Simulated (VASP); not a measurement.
The system is Sn2Pd2Au.

```xyz
5
Lattice="4.5363 0.0000 0.0000 -2.2681 3.9285 0.0000 0.0000 0.0000 5.6974" Properties=species:S:1:pos:R:3 pbc="T T T"
Sn    2.2681    1.3095    1.5032
Sn    0.0000    0.0000    3.9167
Pd    2.2681    1.3095    4.4002
Pd    0.0000    2.6190    2.8931
Au    0.0000    2.6190    0.1059
```

| Quantity | Value |
| --- | --- |
| Program | VASP 6.6.1 |
| Task | relaxation of cell and atoms |
| Functional | r2SCAN |
| Potentials or basis | VASP PAW PBE potentials, release 64 (Sn_d, Pd, Au) |
| Cutoff | 600 eV |
| k mesh | 5 × 5 × 4 |
| Occupations | methfessel-paxton, width 0.1 eV |
| Spin | no spin polarisation |

At the start: pressure -4.0 GPa; volume 20.31 Å³/atom.

Problem. How do energy, volume and symmetry change on relaxing?

Solution. Over 13 steps the energy falls by 9.9 meV/atom and the volume is 19.58 Å³/atom (-3.6 %); space group P3m1 (No. 156, to 0.05 Å).

Step by step:
```csv
step,energy change (eV),largest force (eV/Å),pressure (GPa),volume (Å³)
1,0.0000,0.0927,-3.99,101.53
2,0.0033,0.0780,4.93,94.29
3,-0.0489,0.0753,-0.01,97.83
4,-0.0489,0.0748,0.10,97.76
5,-0.0493,0.0359,0.09,97.76
6,-0.0493,0.0300,0.10,97.76
7,-0.0494,0.0343,0.09,97.76
8,-0.0495,0.0247,-0.09,97.91
9,-0.0495,0.0232,-0.10,97.92
10,-0.0496,0.0153,-0.04,97.90
11,-0.0496,0.0174,0.01,97.87
12,-0.0496,0.0091,-0.03,97.87
13,-0.0496,0.0048,-0.04,97.88
```

Final structure:
```
Sn Pd Au
1.0
     4.48290    0.00000    0.00000
    -2.24145    3.88231    0.00000
     0.00000    0.00000    5.62418
Sn Pd Au
2 2 1
Direct
  0.66667 0.33333 0.26166
  0.00000 0.00000 0.68765
  0.66667 0.33333 0.77094
  0.33333 0.66667 0.50889
  0.33333 0.66667 0.02086
```

Caveat: the PAW data sets were made with another functional, which shifts forces and pressure a little.
